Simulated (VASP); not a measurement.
# ZrB2 (P6/mmm) in VASP: electric field gradients with PBE

Aim: the electric field gradients of ZrB2 with PBE.

Program: VASP 6.6.1. These are calculated values, not measurements. Logs are shortened: lines on timing, memory, paths and dates and some standing lists are left out, and cuts for length are marked.

**1. The cell of the first run**

The structure is hexagonal, space group P6/mmm (No. 191). Conventional cell: a = 3.167 Å, b = 3.167 Å, c = 3.531 Å, α = 90.00°, β = 90.00°, γ = 120.00°. Within 3.4 Å of Zr (site symmetry 6/mmm) lie 12 B at 2.54 Å and 6 Zr at 3.17 Å. B (site symmetry -6m2) has 3 B at 1.83 Å within 2.4 Å.

**2. Electric field gradients, PBE**

Contents of INCAR:

```
PREC = Accurate
ENCUT = 520
EDIFF = 1E-8
ISMEAR = 0
SIGMA = 0.1
LREAL = False
LASPH = True
NELM = 100
ALGO = Normal
ISIF = 2
LWAVE = False
LCHARG = False
GGA = PE
LEFG = True
NBANDS = 16
```

Contents of KPOINTS:

```
Automatic mesh
0
Gamma
  18 18 12
```

Contents of POSCAR:

```
ZrB2
1.0
    3.1670000000      0.0000000000      0.0000000000
   -1.5835000000      2.7427024538      0.0000000000
    0.0000000000      0.0000000000      3.5310000000
Zr B
1 2
Direct
    0.0000000000      0.0000000000      0.0000000000
    0.3333333333      0.6666666667      0.5000000000
    0.6666666667      0.3333333333      0.5000000000
```

Potentials or basis: VASP PAW PBE potentials, release 64 (Zr_sv, B).

Run with:

```
> cat potpaw_PBE.64/Zr_sv/POTCAR potpaw_PBE.64/B/POTCAR > POTCAR
> mpirun -np 1 vasp_std > vasp.out
```

OUTCAR:

```text
PREC = Accurate
   ENCUT = 520
   EDIFF = 1E-8
   ISMEAR = 0
   LREAL = False
   LASPH = True
   NELM = 100
   ISIF = 2
   GGA = PE

 ion  position               nearest neighbor table
   1  0.000  0.000  0.000-   2 2.54   3 2.54   2 2.54   3 2.54   3 2.54   3 2.54   2 2.54   2 2.54
                             3 2.54   3 2.54   2 2.54   2 2.54
   2  0.333  0.667  0.500-   3 1.83   3 1.83   3 1.83   1 2.54   1 2.54   1 2.54   1 2.54   1 2.54
                             1 2.54
   3  0.667  0.333  0.500-   2 1.83   2 1.83   2 1.83   1 2.54   1 2.54   1 2.54   1 2.54   1 2.54
                             1 2.54

  LATTYP: Found a hexagonal cell.
 ALAT       =     3.1670000000
 C/A-ratio  =     1.1149352700

  Lattice vectors:

 A1 = (   3.1670000000,   0.0000000000,   0.0000000000)
 A2 = (  -1.5835000000,   2.7427024538,   0.0000000000)
 A3 = (   0.0000000000,   0.0000000000,   3.5310000000)

Analysis of symmetry for initial positions (statically):
=====================================================================
 Subroutine PRICEL returns:
 Original cell was already a primitive cell.

 Routine SETGRP: Setting up the symmetry group for a
 hexagonal supercell.

 Subroutine GETGRP returns: Found 24 space group operations
 (whereof 24 operations were pure point group operations)
 out of a pool of 24 trial point group operations.

The static configuration has the point symmetry D_6h.

Analysis of symmetry for dynamics (positions and initial velocities):
=====================================================================
 Subroutine PRICEL returns:
 Original cell was already a primitive cell.

 Routine SETGRP: Setting up the symmetry group for a
 hexagonal supercell.

 Subroutine GETGRP returns: Found 24 space group operations
 (whereof 24 operations were pure point group operations)
 out of a pool of 24 trial point group operations.

The dynamic configuration has the point symmetry D_6h.

 Subroutine INISYM returns: Found 24 space group operations
 (whereof 24 operations are pure point group operations),
 and found     1 'primitive' translations

[... 136 lines left out ...]

 Free energy of the ion-electron system (eV)
  ---------------------------------------------------
  ext. energy  EPLUGINS =         0.00000000
  ---------------------------------------------------
  free energy    TOTEN  =       -24.97821023 eV

  energy without entropy =      -24.97709056  energy(sigma->0) =      -24.97765040

 E-fermi :  10.6086     XC(G=0): -12.4548

 val. band max:       10.5344251961   @ k =   0.1111  -0.0000   0.4167
 cond. band min:      10.6154236518   @ k =   0.2222   0.2222   0.0833
 fundamental gap:      0.0809984557
 Fermi energy:        10.6085934311

 k-point     1 :       0.0000    0.0000    0.0000
  band No.  band energies     occupation
      1     -38.0691      2.00000
      2     -16.2581      2.00000
      3     -15.6998      2.00000
      4     -15.6998      2.00000
      5      -2.1897      2.00000
      6       7.9200      2.00000
[... 433 lines left out ...]
      3     -16.0822      2.00000
      4     -15.9809      2.00000
      5       1.2171      2.00000
      6       2.7125      2.00000
[... 8 lines left out ...]
     15      19.3080      0.00000
     16      20.0754      0.00000

 [... further k-points ...]

------------------------ aborting loop because EDIFF is reached ----------------------------------------

  FORCE on cell =-STRESS in cart. coord.  units (eV):
  Direction    XX          YY          ZZ          XY          YZ          ZX
  --------------------------------------------------------------------------------------
  -------------------------------------------------------------------------------------
  Total        0.2525525      0.2525525      0.3597788      0.0000000      0.0000000      0.0000000
  in kB       13.1928217     13.1928217     18.7941048      0.0000000      0.0000000      0.0000000
  external PRESSURE =      15.0599161 kB  Pullay stress =       0.0000000 kB

 VOLUME and BASIS-vectors are now :
 -----------------------------------------------------------------------------
  energy-cutoff  :      520.00
  volume of cell :       30.67
      direct lattice vectors                 reciprocal lattice vectors
     3.167000000  0.000000000  0.000000000     0.315756236  0.182301948  0.000000000
    -1.583500000  2.742702454  0.000000000     0.000000000  0.364603896  0.000000000
     0.000000000  0.000000000  3.531000000     0.000000000  0.000000000  0.283205891

 POSITION                                       TOTAL-FORCE (eV/Angst)
 -----------------------------------------------------------------------------------
      0.00000      0.00000      0.00000        -0.000000      0.000000      0.000000
     -0.00000      1.82847      1.76550         0.000000     -0.000000      0.000000
      1.58350      0.91423      1.76550        -0.000000      0.000000      0.000000
 -----------------------------------------------------------------------------------
    total drift:                               -0.000000      0.000000      0.000000

  FREE ENERGIE OF THE ION-ELECTRON SYSTEM (eV)
  ---------------------------------------------------
  free  energy   TOTEN  =       -24.9782102318 eV

  energy  without entropy=      -24.9770905620  energy(sigma->0) =      -24.97765040

 Electric field gradients (V/A^2)
---------------------------------------------------------------------
 ion       V_xx      V_yy      V_zz      V_xy      V_xz      V_yz
---------------------------------------------------------------------
   1     -20.792   -20.792    41.585    -0.000    -0.000     0.000
   2      -0.896    -0.896     1.793    -0.000     0.000    -0.000
   3      -0.896    -0.896     1.793    -0.000     0.000    -0.000
---------------------------------------------------------------------

 Electric field gradients after diagonalization (V/A^2)
 (convention: |V_zz| > |V_xx| > |V_yy|)
----------------------------------------------------------------------
 ion       V_xx      V_yy      V_zz     asymmetry (V_yy - V_xx)/ V_zz
----------------------------------------------------------------------
   1     -20.792   -20.792    41.585       0.000
   2      -0.896    -0.896     1.793       0.000
   3      -0.896    -0.896     1.793       0.000
----------------------------------------------------------------------

           NMR quadrupolar parameters

 Cq : quadrupolar parameter    Cq=e*Q*V_zz/h
 eta: asymmetry parameters     (V_yy - V_xx)/ V_zz
 Q  : nuclear electric quadrupole moment in mb (millibarn)
----------------------------------------------------------------------
 ion       Cq(MHz)       eta       Q (mb)
----------------------------------------------------------------------
   1       0.101       0.000       1.000
   2       0.004       0.000       1.000
   3       0.004       0.000       1.000
----------------------------------------------------------------------
```

OSZICAR:

```text
N       E                     dE             d eps       ncg     rms          rms(c)
DAV:   1     0.103409440403E+03    0.10341E+03   -0.96159E+03  8288   0.112E+03
DAV:   2    -0.235170843630E+02   -0.12693E+03   -0.12206E+03 10928   0.292E+02
DAV:   3    -0.276105400595E+02   -0.40935E+01   -0.40772E+01 12816   0.446E+01
DAV:   4    -0.276608862256E+02   -0.50346E-01   -0.50339E-01 10144   0.470E+00
DAV:   5    -0.276619836394E+02   -0.10974E-02   -0.10974E-02 12536   0.453E-01    0.216E+01
DAV:   6    -0.250227324078E+02    0.26393E+01   -0.58928E+00 10800   0.161E+01    0.871E+00
DAV:   7    -0.249791596112E+02    0.43573E-01   -0.60790E-01 11424   0.490E+00    0.321E+00
DAV:   8    -0.249823996351E+02   -0.32400E-02   -0.95583E-02 10008   0.247E+00    0.392E-01
DAV:   9    -0.249785401507E+02    0.38595E-02   -0.19885E-02 10256   0.104E+00    0.215E-01
DAV:  10    -0.249782035893E+02    0.33656E-03   -0.17757E-03  9720   0.385E-01    0.353E-02
DAV:  11    -0.249782124724E+02   -0.88831E-05   -0.61647E-05 10912   0.753E-02    0.115E-02
DAV:  12    -0.249782102501E+02    0.22223E-05   -0.27143E-06 10568   0.138E-02    0.586E-03
DAV:  13    -0.249782102825E+02   -0.32403E-07   -0.29748E-07 11480   0.516E-03    0.165E-03
DAV:  14    -0.249782102663E+02    0.16206E-07   -0.16043E-08  8112   0.132E-03    0.567E-04
DAV:  15    -0.249782102362E+02    0.30058E-07   -0.58404E-09  5120   0.727E-04    0.136E-04
DAV:  16    -0.249782102318E+02    0.43992E-08   -0.11065E-09  4720   0.294E-04
   1 F= -.24978210E+02 E0= -.24977650E+02  d E =-.111967E-02
```

stdout:

```text
POSCAR found type information on POSCAR ZrB
 POSCAR found :  2 types and       3 ions
 scaLAPACK will be used
 LDA part: xc-table for (Slater+PW92), standard interpolation
 POSCAR, INCAR and KPOINTS ok, starting setup
 FFT: planning ... GRIDC
 FFT: planning ... GRID_SOFT
 FFT: planning ... GRID
 WAVECAR not read
 entering main loop
ion   1

ion   2

ion   3
```

Run time: 1.7 min. Hardware: 1 thread of Intel Xeon Platinum 8259CL at 2.50GHz (Skylake/Cascade Lake), shared host; peak memory 0.24 GiB.

What came out:

* Free energy: -24.9782 eV
* Pressure: 1.5 GPa
* Band gap on the k mesh: zero (band 9 reaches 11.32 eV, above the bottom of band 10 at 10.04 eV)

Electric field gradients, principal values (V/Å²):
| atom | least | middle | greatest (by size) |
| --- | --- | --- | --- |
| 1 Zr | -20.792 | -20.792 | 41.585 |
| 2 B | -0.896 | -0.896 | 1.793 |
| 3 B | -0.896 | -0.896 | 1.793 |

Caveat: without QUAD_EFG the Cq values of the log hold for a quadrupole moment of 1 mb, not for the nuclei.
